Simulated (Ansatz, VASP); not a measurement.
One calculation of Ti, two programs

```
CELL_PARAMETERS angstrom
2.93580 0.00000 0.00000
0.00000 4.63994 0.00000
0.00000 0.00000 21.93240
ATOMIC_POSITIONS crystal
Ti 0.75000 0.75000 0.36907
Ti 0.25000 0.25000 0.40694
Ti 0.25000 0.75000 0.48017
Ti 0.75000 0.25000 0.51983
Ti 0.75000 0.75000 0.59306
Ti 0.25000 0.25000 0.63093
```

Alike in both runs: functional r2SCAN; k mesh 11 × 7 × 1; occupations fermi-dirac, width 0.08 eV; no spin polarisation.

Ansatz relaxed the structure, and its values are those at the end. VASP's run is a single point on that final structure, the one shown.

```csv
,VASP,Ansatz
version,VASP 6.6.1,Ansatz 0.2.0
potentials or method,"VASP PAW PBE potentials, release 64 (Ti_sv)","PAW with Ansatz's default frozen-core files, scalar-relativistic"
plane-wave cutoff (eV),520,500
valence electrons in the cell,72,72
```

```csv
,VASP,Ansatz,Ansatz less VASP
rms of the force components (eV/Å),0.013,0.001,-0.0128
```

VASP's potentials were made for PBE, not for r2SCAN. Ansatz's warnings: stress scf threshold loose.
